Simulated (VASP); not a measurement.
Crystal: Ru.

```
Ru
1.0
     2.75887    0.00000    0.00000
    -1.37943    2.38925    0.00000
     0.00000    0.00000    4.36588
Ru
2
Direct
  0.66667 0.33333 0.75000
  0.33333 0.66667 0.25000
```

Base run:

```yaml
Program: VASP 6.6.1
Functional: r2SCAN
Dispersion: D3(BJ)
Potentials_or_basis: VASP PAW PBE potentials, release 64 (Ru_pv)
Cutoff: 520 eV
k_mesh: 11 × 11 × 6
Occupations: fermi-dirac, width 0.05 eV
Spin: no spin polarisation
```

Its results: band gap on the k mesh zero (band 14 reaches 13.10 eV, above the bottom of band 15 at 10.18 eV); pressure -20.6 GPa.

The run is repeated on the same cell with these changes: dispersion from D3(BJ) to none. What comes out?

Band gap on the k mesh zero (band 14 reaches 13.10 eV, above the bottom of band 15 at 10.18 eV); pressure -17.5 GPa.

Dispersion adds attraction, which lowers the pressure at fixed volume and, as a term added to the energy, leaves the levels alone.

Caveats: the PAW data sets were made with another functional, which shifts forces and pressure a little; pairwise dispersion overbinds metals, which lowers pressure and volume (some runs).
